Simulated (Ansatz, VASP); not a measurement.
# One calculation of NaF, two programs

File INCAR:

```
ALGO = Normal ; EDIFF = 1E-7
ENCUT = 520 ; GGA = PE
ISIF = 2 ; ISMEAR = 0
LASPH = T ; LCHARG = F
LREAL = F ; LWAVE = F
NBANDS = 14 ; NELM = 60
PREC = Accurate ; SIGMA = 0.05
```

The input KPOINTS:

```
k-points
0
Gamma
  8 8 8
```

File POSCAR:

```
NaF
1.0
    0.0000000000      2.3233000000      2.3697660000
    2.3233000000      0.0000000000      2.3697660000
    2.3233000000      2.3233000000      0.0000000000
Na F
1 1
Direct
    0.0000000000      0.0000000000      0.0000000000
    0.5000000000      0.5000000000      0.5000000000
```

Input for Ansatz:

```yaml
crystal:
  lattice:
    - [0.0, 2.3233, 2.369766]
    - [2.3233, 0.0, 2.369766]
    - [2.3233, 2.3233, 0.0]
  atoms:
    - { symbol: Na, position: [0.0, 0.0, 0.0] }
    - { symbol: F, position: [0.5, 0.5, 0.5] }
basis:
  ecutwfc: 420
kpoints:
  mp_grid: { grid: [8, 8, 8] }
hamiltonian:
  xc: pbe
scf:
  occupations: { method: gaussian, width: 0.05 }
output:
  forces: true
  stress: true
  eigenvalues: true
```

Change from the starting cell: strain +0.0200 x Voigt [0, 0, 1, 0, 0, 0], atoms carried along.

Alike in both runs: task single point; functional PBE; k mesh 8 × 8 × 8; occupations gaussian, width 0.05 eV; no spin polarisation.

```csv
,VASP,Ansatz
version,VASP 6.6.1,Ansatz 0.2.0
potentials or method,"VASP PAW PBE potentials, release 64 (Na_pv, F), cutoff 520 eV","scalar-relativistic, plane waves, PAW"
valence electrons in the cell,14,16
```

Ansatz gave:

```
gap on the k mesh at the Fermi level (eV)                     : 6.16
least direct gap on the mesh (eV)                             : 6.16
pressure (GPa)                                                : 0.8
traceless stress, the component that is largest in VASP (GPa) : -0.94
```

Task: Estimate VASP's values.

Result: gap on the k mesh at the Fermi level (eV): 6.15; least direct gap on the mesh (eV): 6.15; pressure (GPa): 0.6; traceless stress, the component that is largest in VASP (GPa): -0.97.

With one functional, cell and mesh, what is left measures potentials, basis and numerics. VASP's potentials hold 14 valence electrons a cell and Ansatz's 16, so a difference there can come from the potentials and not from the codes.
